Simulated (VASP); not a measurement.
# FeS2: single point with PBE

FeS2:

```
CELL_PARAMETERS angstrom
4.52602 0.00000 0.00000
0.00000 5.51565 0.00000
0.00000 0.00000 3.45599
ATOMIC_POSITIONS crystal
Fe 0.50000 0.50000 0.50000
Fe 0.00000 0.00000 0.00000
S 0.29376 0.87518 0.50000
S 0.70624 0.12482 0.50000
S 0.20624 0.37518 0.00000
S 0.79376 0.62482 0.00000
```

```yaml
Program: VASP 6.6.1
Task: single point
Functional: PBE
Potentials_or_basis: VASP PAW PBE potentials, release 64 (Fe, S)
Cutoff: 600 eV
k_mesh: 6 × 4 × 6
Occupations: gaussian, width 0.01 eV
Spin: no spin polarisation
```

```
Pressure               : -7.6 GPa
Largest force          : 0.053 eV/Å
Band gap on the k mesh : 0.74 eV (least direct gap 1.03 eV)
```

Forces in eV/Å, atoms in the order of the input:
```
Fe   0.000  0.000  0.000
Fe   0.000  0.000  0.000
S   -0.036  0.039  0.000
S    0.036 -0.039  0.000
S    0.036  0.039  0.000
S   -0.036 -0.039  0.000
```

Stress tensor (GPa, compression positive):
```
-7.29  0.00  0.00
 0.00 -7.81  0.00
 0.00  0.00 -7.66
```

Levels at points of the mesh, in eV from the valence-band top:
```csv
k point,band 16,band 17,band 18,band 19,band 20,band 21,band 22,band 23,band 24,band 25
"(0.00, 0.00, 0.00)",-0.96,-0.79,-0.65,-0.63,-0.37,1.06,1.26,2.44,2.88,3.12
"(0.50, 0.00, 0.00)",-1.02,-0.55,-0.55,-0.09,-0.09,1.70,1.70,1.79,1.79,2.55
"(0.00, 0.50, 0.00)",-0.92,-0.69,-0.69,-0.26,-0.26,1.02,1.02,2.27,2.27,2.73
"(0.50, 0.50, 0.00)",-1.28,-0.95,-0.95,-0.77,-0.77,1.23,1.23,1.94,1.94,2.88
"(0.00, 0.00, 0.50)",-1.29,-0.74,-0.74,-0.34,-0.34,1.34,1.34,1.59,1.59,2.06
"(0.50, 0.00, 0.50)",-0.88,-0.63,-0.63,-0.28,-0.28,1.37,1.37,1.66,1.66,3.33
"(0.00, 0.50, 0.50)",-1.68,-1.21,-1.21,-0.31,-0.31,0.74,0.74,2.19,2.19,2.76
"(0.50, 0.50, 0.50)",-1.25,-0.47,-0.47,-0.29,-0.29,1.44,1.44,1.92,1.92,2.29
```

Wall time 3 min on 1 thread of Oxide Virtual Turin-like Processor (shared host), peak memory 0.23 GiB.

Caveat: the cell stands under tension. A k mesh can miss the band edges.
